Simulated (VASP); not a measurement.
# Ti (I4/mmm) in VASP: a series of runs

Ti is run at these levels: r2SCAN; tasks: single point.

All numbers are computed with VASP 6.6.1; they aren't measurements. Logs are shortened: lines on timing, memory, paths and dates and some standing lists are left out, and cuts for length are marked.

## (1) The cell of the first run

Symmetry: I4/mmm, No. 139, tetragonal system. The conventional cell has a = 2.641 Å, b = 2.641 Å, c = 4.222 Å, α = 90.00°, β = 90.00°, γ = 90.00°. Within 3.5 Å of Ti (site symmetry 4/mmm) lie 12 Ti at 2.64 to 2.82 Å.

## (2) Single point, r2SCAN (strain -0.080 along x and y, +0.040 along z)

Input file POSCAR:

```
Ti
1.0
    0.0000000000      1.8676000000      2.1112000000
    1.8676000000      0.0000000000      2.1112000000
    1.8676000000      1.8676000000      0.0000000000
Ti
1
Direct
    0.0000000000      0.0000000000      0.0000000000
```

Input file INCAR.step1:

```
PREC = Accurate ; ENCUT = 520
ISMEAR = 0 ; SIGMA = 0.15
LREAL = F ; LASPH = T
NELM = 60 ; NBANDS = 12
GGA = PE ; ALGO = Normal
EDIFF = 1E-4 ; LWAVE = T
LCHARG = F
```

Input file INCAR.step2:

```
PREC = Accurate ; ENCUT = 520
EDIFF = 1E-7 ; ISMEAR = 0
SIGMA = 0.15 ; LREAL = F
LASPH = T ; NELM = 60
ALGO = Normal ; ISIF = 2
LWAVE = F ; LCHARG = F
METAGGA = R2SCAN ; LMIXTAU = T
NBANDS = 12 ; ISTART = 1
```

Input file KPOINTS:

```
regular mesh
0
Gamma
  20 20 20
```

Potentials or basis: VASP PAW PBE potentials, release 64 (Ti_sv).

Command:

```console
cat potpaw_PBE.64/Ti_sv/POTCAR > POTCAR
cp INCAR.step1 INCAR
mpirun -np 1 vasp_std > vasp.out
cp INCAR.step2 INCAR
mpirun -np 1 vasp_std > vasp.out
```

OUTCAR:

```text
PREC = Accurate
   ENCUT = 520
   EDIFF = 1E-7
   ISMEAR = 0
   LREAL = F
   LASPH = T
   NELM = 60
   ISIF = 2
   METAGGA = R2SCAN
   ISTART = 1

 ion  position               nearest neighbor table
   1  0.000  0.000  0.000-

  LATTYP: Found a body centered tetragonal cell.
 ALAT       =     2.6411852491
 C/A-ratio  =     1.5986762009

  Lattice vectors:

 A1 = (  -1.8676000000,   0.0000000000,   2.1112000000)
 A2 = (   1.8676000000,   0.0000000000,   2.1112000000)
 A3 = (   0.0000000000,   1.8676000000,  -2.1112000000)

Analysis of symmetry for initial positions (statically):
=====================================================================
 Subroutine PRICEL returns:
 Original cell was already a primitive cell.

 Routine SETGRP: Setting up the symmetry group for a
 body centered tetragonal supercell.

 Subroutine GETGRP returns: Found 16 space group operations
 (whereof 16 operations were pure point group operations)
 out of a pool of 16 trial point group operations.

The static configuration has the point symmetry D_4h.

Analysis of symmetry for dynamics (positions and initial velocities):
=====================================================================
 Subroutine PRICEL returns:
 Original cell was already a primitive cell.

 Routine SETGRP: Setting up the symmetry group for a
 body centered tetragonal supercell.

 Subroutine GETGRP returns: Found 16 space group operations
 (whereof 16 operations were pure point group operations)
 out of a pool of 16 trial point group operations.

The dynamic configuration has the point symmetry D_4h.

 Subroutine INISYM returns: Found 16 space group operations
 (whereof 16 operations are pure point group operations),
 and found     1 'primitive' translations

----------------------------------------------------------------------------------------

                                     Primitive cell

  volume of cell :      14.7274

  direct lattice vectors                    reciprocal lattice vectors
     0.000000000  1.867600000  2.111200000    -0.267723281  0.267723281  0.236832133
     1.867600000  0.000000000  2.111200000     0.267723281 -0.267723281  0.236832133
     1.867600000  1.867600000  0.000000000     0.267723281  0.267723281 -0.236832133

  length of vectors
     2.818704525  2.818704525  2.641185249     0.446588144  0.446588144  0.446588144

  position of ions in fractional coordinates (direct lattice)
     0.000000000  0.000000000  0.000000000

  ion indices of the primitive-cell ions
   primitive index   ion index
                 1           1

----------------------------------------------------------------------------------------

 KPOINTS: regular mesh

Automatic generation of k-mesh.
 Grid dimensions read from file:
 generate k-points for:   20   20   20

 Generating k-lattice:

  Cartesian coordinates                     Fractional coordinates (reciprocal lattice)
    -0.013386164  0.013386164  0.011841607     0.050000000  0.000000000  0.000000000
     0.013386164 -0.013386164  0.011841607     0.000000000  0.050000000  0.000000000
     0.013386164  0.013386164 -0.011841607     0.000000000  0.000000000  0.050000000

  Length of vectors
     0.022329407  0.022329407  0.022329407

  Shift w.r.t. Gamma in fractional coordinates (k-lattice)
     0.000000000  0.000000000  0.000000000

 Subroutine IBZKPT returns following result:
 ===========================================

 Found    641 irreducible k-points:

 Following reciprocal coordinates:
            Coordinates               Weight
  0.000000  0.000000  0.000000      1.000000
  0.050000 -0.000000  0.000000      8.000000
  0.100000  0.000000  0.000000      8.000000
  0.150000 -0.000000  0.000000      8.000000
  0.200000  0.000000  0.000000      8.000000
  0.250000 -0.000000  0.000000      8.000000
[... 16 lines left out ...]
 -0.400000  0.050000  0.000000      8.000000
 -0.350000  0.050000  0.000000      8.000000
 [... further k-points ...]
   k-points           NKPTS =    641   k-points in BZ     NKDIM =    641   number of bands    NBANDS=     12
   number of dos      NEDOS =    301   number of ions     NIONS =      1
   total plane-waves  NPLWV =  11520
   dimension x,y,z NGX =    24 NGY =   24 NGZ =   20
   dimension x,y,z NGXF=    48 NGYF=   48 NGZF=   40
   ions per type =               1
   NGX,Y,Z   is equivalent  to a cutoff of  14.16, 14.16, 12.59 a.u.
   NGXF,Y,Z  is equivalent  to a cutoff of  28.31, 28.31, 25.18 a.u.
 SYSTEM =  unknown system
   PREC   = accura    normal or accurate (medium, high low for compatibility)
   ISTART =      1    job   : 0-new  1-cont  2-samecut
   ICHARG =      0    charge: 1-file 2-atom 10-const
   ISPIN  =      1    spin polarized calculation?
   LNONCOLLINEAR =      F non collinear calculations
   LSORBIT =      F    spin-orbit coupling
   LASPH  =      T    aspherical Exc in radial PAW
   ENCUT  =  520.0 eV  38.22 Ry    6.18 a.u.   5.24  5.24  4.91*2*pi/ulx,y,z
   NELM   =     60;   NELMIN=  2; NELMDL=  0     # of ELM steps
   EDIFF  = 0.1E-06   stopping-criterion for ELM
   LREAL  =      F    real-space projection
   EDIFFG = 0.1E-05   stopping-criterion for IOM
   NSW    =      0    number of steps for IOM
   IBRION =     -1    ionic relax: 0-MD 1-quasi-New 2-CG
   NFREE  =      0    steps in history (QN), initial steepest desc. (CG)
   ISIF   =      2    stress and relaxation
   ISYM   =      2    0-nonsym 1-usesym 2-fastsym
   POTIM  = 0.5000    time-step for ionic-motion
   TEBEG  =    0.0;   TEEND  =   0.0 temperature during run
   PSTRESS=    0.0 pullay stress
   NELECT =      12.0000    total number of electrons
   NUPDOWN=      -1.0000    fix difference up-down
   EMIN   =  10.00;   EMAX   =-10.00  energy-range for DOS
   EFERMI =   0.00;   METHOD = LEGACY
   ISMEAR =     0;   SIGMA  =   0.15  broadening in eV -4-tet -1-fermi 0-gaus
   EFERMI_NEDOS =   21; number of points for ismear=-14 and -15
   IALGO  =     38    algorithm
   IMIX   =      4    mixing-type and parameters
     AMIX     =   0.40;   BMIX     =  1.00
     AMIX_MAG =   1.60;   BMIX_MAG =  1.00
  volume/ion in A,a.u.               =      14.73        99.39
  Fermi-wavevector in a.u.,A,eV,Ry     =   1.529066  2.889516 31.811001  2.338043
  Thomas-Fermi vector in A             =   2.636738
   LORBIT       =      0    0 simple, 1 ext, 2 COOP (PROOUT), +10 PAW based schemes
   METAGGA = R2SCAN    functional components
   LHFCALC =     F    Hartree Fock is set to
   AEXX    =    0.0000 exact exchange contribution
   IVDW    =     0    specifies the selected vdW correction
   LEPSILON=     F    determine dielectric tensor
   LRPA    =     F    only Hartree local field effects (RPA)
 non-spin polarized calculation
 Gauss-broadening in eV      SIGMA  =   0.15
  energy-cutoff  :      520.00
  volume of cell :       14.73
 maximum number of plane-waves:       406
 NGX is ok and might be reduce to    24
   NGX = 11   NGY = 11   NGZ =  9

 number of electron      11.9999999 magnetization

 Free energy of the ion-electron system (eV)
  ---------------------------------------------------
  ext. energy  EPLUGINS =         0.00000000
  ---------------------------------------------------
  free energy    TOTEN  =       -12.69348315 eV

  energy without entropy =      -12.67603926  energy(sigma->0) =      -12.68476121

 E-fermi :  10.0838     XC(G=0): -13.2813

 val. band max:       10.0830995627   @ k =   0.2500   0.1000   0.0500
 cond. band min:      10.0851813787   @ k =  -0.2500   0.2500   0.0500
 fundamental gap:      0.0020818160
 Fermi energy:        10.0837698035

 k-point     1 :       0.0000    0.0000    0.0000
  band No.  band energies     occupation
      1     -48.6570      2.00000
      2     -23.2191      2.00000
      3     -23.1933      2.00000
      4     -23.1933      2.00000
      5       3.3607      2.00000
      6      10.4714      0.00026
      7      11.7181      0.00000
      8      11.7181      0.00000
      9      12.5624      0.00000
     10      14.0692      0.00000
     11      27.1061      0.00000
     12      30.1165      0.00000

 k-point     2 :       0.0500   -0.0000    0.0000
  band No.  band energies     occupation
      1     -48.6510      2.00000
      2     -23.2359      2.00000
      3     -23.2130      2.00000
      4     -23.1946      2.00000
      5       3.4599      2.00000
      6      10.4918      0.00012
      7      11.6583      0.00000
      8      11.7554      0.00000
      9      12.5545      0.00000
     10      14.0274      0.00000
     11      27.2131      0.00000
     12      30.0582      0.00000

 k-point     3 :       0.1000    0.0000    0.0000
  band No.  band energies     occupation
      1     -48.6333      2.00000
      2     -23.3207      2.00000
      3     -23.2337      2.00000
      4     -23.1984      2.00000
      5       3.7508      2.00000
      6      10.5299      0.00003
      7      11.4950      0.00000
      8      11.8601      0.00000
      9      12.5599      0.00000
     10      13.9142      0.00000
     11      27.4752      0.00000
     12      29.6519      0.00000
[... 286 lines left out ...]
 k-point    23 :      -0.4000    0.0500    0.0000
  band No.  band energies     occupation
      1     -48.4150      2.00000
      2     -24.3393      2.00000
      3     -23.4339      2.00000
      4     -23.2389      2.00000
      5       7.0097      2.00000
      6      10.5355      0.00002
      7      10.6776      0.00000
      8      11.8430      0.00000
      9      14.2411      0.00000
     10      14.9948      0.00000
     11      21.4114      0.00000
     12      25.9845      0.00000

 k-point    24 :      -0.3500    0.0500    0.0000
  band No.  band energies     occupation
      1     -48.4386      2.00000
      2     -24.2381      2.00000
      3     -23.4123      2.00000
      4     -23.2298      2.00000
      5       6.8159      2.00000
      6      10.2237      0.18719
      7      10.7228      0.00000
      8      11.9518      0.00000
      9      13.9740      0.00000
     10      14.6415      0.00000
     11      22.4181      0.00000
     12      26.4196      0.00000

 [... further k-points ...]
[... 5 lines left out ...]
  --------------------------------------------------------------------------------------
  -------------------------------------------------------------------------------------
  Total        2.2650214      2.2650214      2.0763662      0.0000000      0.0000000     -0.0000000
  in kB      246.4085598    246.4085598    225.8850185      0.0000000      0.0000000     -0.0000000
  external PRESSURE =     239.5673793 kB  Pullay stress =       0.0000000 kB

 VOLUME and BASIS-vectors are now :
 -----------------------------------------------------------------------------
  energy-cutoff  :      520.00
  volume of cell :       14.73
      direct lattice vectors                 reciprocal lattice vectors
     0.000000000  1.867600000  2.111200000    -0.267723281  0.267723281  0.236832133
     1.867600000  0.000000000  2.111200000     0.267723281 -0.267723281  0.236832133
     1.867600000  1.867600000  0.000000000     0.267723281  0.267723281 -0.236832133

 POSITION                                       TOTAL-FORCE (eV/Angst)
 -----------------------------------------------------------------------------------
      0.00000      0.00000      0.00000        -0.000000     -0.000000      0.000000
 -----------------------------------------------------------------------------------
    total drift:                                0.000000      0.000000     -0.000000

  FREE ENERGIE OF THE ION-ELECTRON SYSTEM (eV)
  ---------------------------------------------------
  free  energy   TOTEN  =       -12.6934831509 eV

  energy  without entropy=      -12.6760392621  energy(sigma->0) =      -12.68476121
```

It took 2.5 min on 1 thread of Intel Xeon 6975P-C (Granite Rapids), shared host; peak memory 0.23 GiB.

What came out:

* Free energy: -12.6935 eV
* Pressure: 24.0 GPa
* Band gap on the k mesh: zero (band 6 reaches 10.83 eV, above the bottom of band 7 at 9.33 eV)

Caveat: the cell differs from its parent crystal (strain -0.080 along x and y, +0.040 along z); the PAW data sets were made with another functional, which shifts forces and pressure a little.

(Part 1 of 2 ends here.)
